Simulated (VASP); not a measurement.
# Nd3Si2I: single point with PBE

Nd3Si2I:

```
Nd Si I
1.0
    -3.12878    3.12878    5.44991
     3.12878   -3.12878    5.44991
     3.12878    3.12878   -5.44991
Nd Si I
3 2 1
Direct
  0.50000 0.00000 0.50000
  0.00000 0.50000 0.50000
  0.00000 0.00000 0.00000
  0.75736 0.75736 0.00000
  0.24264 0.24264 0.00000
  0.50000 0.50000 0.00000
```

The cell was built from a structure type or drawn by symmetry, and may not be a known phase.

```yaml
Program: VASP 6.6.1
Task: single point
Functional: PBE
Potentials_or_basis: VASP PAW PBE potentials, release 64 (Nd_3, Si, I), 4f in core
Cutoff: 500 eV
k_mesh: 3 × 3 × 3
Occupations: gaussian, width 0.15 eV
Spin: no spin polarisation
```

The pressure is 0.0 GPa. The largest force is 0.018 eV/Å. The band gap on the k mesh is zero (bands 24 and 25 overlap by 0.54 eV).

Forces on the atoms (eV/Å):
```
Nd   0.000  0.000  0.000
Nd   0.000  0.000  0.000
Nd   0.000  0.000  0.000
Si   0.000  0.000 -0.018
Si   0.000  0.000  0.018
I    0.000  0.000  0.000
```

Stress tensor (GPa, compression positive):
```
-0.10  0.00  0.00
 0.00 -0.10  0.00
 0.00  0.00  0.09
```

Levels at points of the mesh, in eV from the Fermi level:
```csv
k point,band 21,band 22,band 23,band 24,band 25,band 26,band 27,band 28
"(0.00, 0.00, 0.00)",-1.93,-1.54,-0.82,-0.73,1.02,1.02,1.06,1.11
```

It took 73 s on 1 thread of AMD EPYC 7R13 Processor (Zen 3) (shared host), peak memory 0.34 GiB.

Caveat: the k points lie up to 0.39 Å⁻¹ apart, too coarse for converged energies and pressures of a metal; spin-orbit coupling is left out, which moves the levels of the heavy elements; the 4f electrons are frozen in the core, so they carry no moment and show no levels; the run has no spin polarisation, though such a crystal can be magnetic. Spin polarisation is off, so any magnetic state and its effect on volume and gap are missing.
